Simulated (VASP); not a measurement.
Input of a VASP 6.6.1 run:

Contents of INCAR:

```
SYSTEM = GePt
  ALGO = Fast
  EDIFF = 1E-6
  ENCUT = 520
  GGA = PS
  ISIF = 2
  ISMEAR = 0
  LASPH = .TRUE.
  LCHARG = .FALSE.
  LREAL = .FALSE.
  LWAVE = .FALSE.
  NBANDS = 58
  NELM = 100
  PREC = Accurate
  SIGMA = 0.15
```

Contents of KPOINTS:

```
k-points
0
G
  8 10 8
  0 0 0
```

POSCAR

```
GePt
1.0
    6.3864179597      0.0000000000      0.0000000000
    0.0000000000      3.2840481830      0.0000000000
    0.0000000000      0.0000000000      6.0924387782
Ge Pt
4 4
Direct
    0.8151594244      0.7500000000      0.5880228802
    0.1848405756      0.2500000000      0.4119771198
    0.6848405756      0.2500000000      0.0880228802
    0.3151594244      0.7500000000      0.9119771198
    0.9992434681      0.7500000000      0.1911593673
    0.0007565319      0.2500000000      0.8088406327
    0.5007565319      0.2500000000      0.6911593673
    0.4992434681      0.7500000000      0.3088406327
```

Potentials or basis: VASP PAW PBE potentials, release 64 (Ge_d, Pt).

Launch:

```bash
$ cat potpaw_PBE.64/Ge_d/POTCAR potpaw_PBE.64/Pt/POTCAR > POTCAR
$ mpirun -np 1 vasp_std > vasp.out
```

Q: Estimate the largest force.

A: 1.060 eV/Å.

Q: What does it give for the pressure?

A: 3.7 GPa.

Q: Estimate the band gap on the k mesh.

A: Zero (bands 48 and 49 overlap by 1.11 eV).

Stress tensor (GPa, compression positive):
```
-2.47  0.00  0.00
 0.00 11.07  0.00
 0.00  0.00  2.52
```

Caveat: the cell differs from its parent crystal (strain +0.1125 x Voigt [1, -1, 0, 0, 0, 0]); the cell stands under pressure; the PAW data sets were made with another functional, which shifts forces and pressure a little; spin-orbit coupling is left out, which moves the levels of the heavy elements.
